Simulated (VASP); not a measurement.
Here is a VASP 6.6.1 calculation.

INCAR

```
SYSTEM = Zn
ALGO = Normal ; EDIFF = 1E-6
ENCUT = 520 ; GGA = RE
ISIF = 2 ; ISMEAR = -1
LASPH = .TRUE. ; LCHARG = .FALSE.
LREAL = .FALSE. ; LWAVE = .FALSE.
NBANDS = 19 ; NELM = 80
PREC = Accurate ; SIGMA = 0.1
```

KPOINTS

```
k-points
0
G
  13 13 7
  0 0 0
```

File POSCAR:

```
Zn
1.0
    2.6814165092      0.0000000000      0.0000000000
   -1.3407082546      2.3221748151      0.0000000000
    0.0000000000      0.0000000000      5.0308882090
Zn
2
Direct
    0.3333333333      0.6666666667      0.2500000000
    0.6666666667      0.3333333333      0.7500000000
```

Potentials or basis: VASP PAW PBE potentials, release 64 (Zn).

The run is started by

```console
$ cat potpaw_PBE.64/Zn/POTCAR > POTCAR
$ mpirun -np 1 vasp_std > vasp.out
```

(1) Estimate the band gap on the k mesh.

(2) What does it give for the pressure?

## Answers

(1) zero (band 12 reaches 4.12 eV, above the bottom of band 13 at -0.14 eV).

(2) 0.3 GPa.

Caveat: the PAW data sets were made with another functional, which shifts forces and pressure a little.
